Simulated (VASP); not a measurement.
Crystal: BaTiO3.

```xyz
5
Lattice="2.8483 1.6444 2.3356 -2.8483 1.6444 2.3356 0.0000 -3.2889 2.3356" Properties=species:S:1:pos:R:3 pbc="T T T"
Ba    0.0000    0.0000    0.0010
Ti    0.0000    0.0000    3.5968
O    -1.3978    0.8070    4.5721
O     0.0000   -1.6141    4.5721
O     1.3978    0.8070    4.5721
```

| Item | Value |
| --- | --- |
| Program | VASP 6.6.1 |
| Task | relaxation of cell and atoms |
| Functional | PBE |
| Potentials or basis | VASP PAW PBE potentials, release 64 (Ba_sv, Ti_sv, O) |
| Cutoff | 600 eV |
| k mesh | 6 × 6 × 6 |
| Occupations | fermi-dirac, width 0.02 eV |
| Spin | no spin polarisation |

At the start: pressure 2.9 GPa; volume 13.13 Å³/atom.

Problem. Where does the relaxation end?

Solution. Over 14 steps the energy falls by 3.7 meV/atom and the volume is 13.52 Å³/atom (+3.0 %); space group R3m (No. 160, to 0.05 Å).

Step by step:
| step | energy change (eV) | largest force (eV/Å) | pressure (GPa) | volume (Å³) |
| --- | --- | --- | --- | --- |
| 1 | 0.0000 | 0.0592 | 2.89 | 65.64 |
| 2 | -0.0030 | 0.3685 | -2.38 | 67.91 |
| 3 | -0.0109 | 0.2286 | -0.04 | 66.85 |
| 4 | -0.0148 | 0.1570 | -0.01 | 67.08 |
| 5 | -0.0176 | 0.0780 | 0.17 | 67.48 |
| 6 | -0.0181 | 0.0577 | -0.31 | 67.74 |
| 7 | -0.0181 | 0.0573 | -0.30 | 67.74 |
| 8 | -0.0185 | 0.0340 | -0.01 | 67.65 |
| 9 | -0.0185 | 0.0389 | 0.03 | 67.63 |
| 10 | -0.0186 | 0.0099 | -0.05 | 67.64 |
| 11 | -0.0186 | 0.0066 | -0.05 | 67.64 |
| 12 | -0.0186 | 0.0062 | 0.03 | 67.60 |
| 13 | -0.0186 | 0.0064 | 0.01 | 67.61 |
| 14 | -0.0186 | 0.0038 | 0.00 | 67.61 |

Final structure:
```xyz
5
Lattice="2.8729 1.6587 2.3646 -2.8729 1.6587 2.3646 0.0000 -3.3174 2.3646" Properties=species:S:1:pos:R:3 pbc="T T T"
Ba    0.0000    0.0000    0.0207
Ti    0.0000    0.0000    3.6744
O    -1.4036    0.8104    4.6115
O     0.0000   -1.6208    4.6115
O     1.4036    0.8104    4.6115
```
